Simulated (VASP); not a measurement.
Input of a VASP 6.6.1 run:

The input INCAR:

```
PREC = Accurate
ENCUT = 400
EDIFF = 1E-8
ISMEAR = -1
SIGMA = 0.05
LREAL = False
LASPH = True
NELM = 120
ALGO = Normal
ISIF = 2
LWAVE = False
LCHARG = False
LEFG = True
NBANDS = 20
GGA_COMPAT = False
```

File KPOINTS:

```
Automatic mesh
0
Gamma
  11 11 9
```

POSCAR

```
Ga
1.0
    1.3830000000     -4.0265000000      0.0000000000
    1.3830000000      4.0265000000      0.0000000000
   -0.1174474948      0.0000000000      3.3299294416
Ga
2
Direct
    0.8690000000      0.1310000000      0.2500000000
    0.1310000000      0.8690000000      0.7500000000
```

Potentials or basis: VASP PAW LDA potentials, release 64 (Ga_d).

Command:

```sh
$ cat potpaw_LDA.64/Ga_d/POTCAR > POTCAR
$ mpirun -np 1 vasp_std > vasp.out
```

Problem. What does it give for the largest force?

Solution. 0.208 eV/Å.

Problem. Predict the band gap on the k mesh.

Solution. Zero (bands 13 and 14 overlap by 7.85 eV).

Stress tensor (GPa, compression positive):
```
-4.75  0.00  0.30
 0.00 -4.33  0.00
 0.30  0.00 -3.19
```

Caveat: the cell stands under tension; without QUAD_EFG the Cq values of the log hold for a quadrupole moment of 1 mb, not for the nuclei.
